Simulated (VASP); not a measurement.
A run of VASP 6.6.1 is set up as follows.

Contents of INCAR:

```
ALGO = Normal
EDIFF = 1E-6
ENCUT = 520
ISIF = 2
ISMEAR = -1
LASPH = T
LCHARG = F
LREAL = F
LWAVE = F
NBANDS = 11
NELM = 80
PREC = Accurate
SIGMA = 0.1
```

KPOINTS

```
k-points
0
Gamma
  6 6 6
```

File POSCAR:

```
Ca
1.0
    0.0000000000      2.6692288056      2.6692288056
    2.6692288056      0.0000000000      2.6692288056
    2.6692288056      2.6692288056      0.0000000000
Ca
1
Direct
    0.0000000000      0.0000000000      0.0000000000
```

Potentials or basis: VASP PAW LDA potentials, release 64 (Ca_sv).

Launch:

```bash
$ cat potpaw_LDA.64/Ca_sv/POTCAR > POTCAR
$ mpirun -np 1 vasp_std > vasp.out
```

(1) Predict the pressure.

(2) What does it give for the band gap on the k mesh?

## Answers

(1) 0.0 GPa.

(2) zero (band 5 reaches 2.23 eV, above the bottom of band 6 at 2.20 eV).
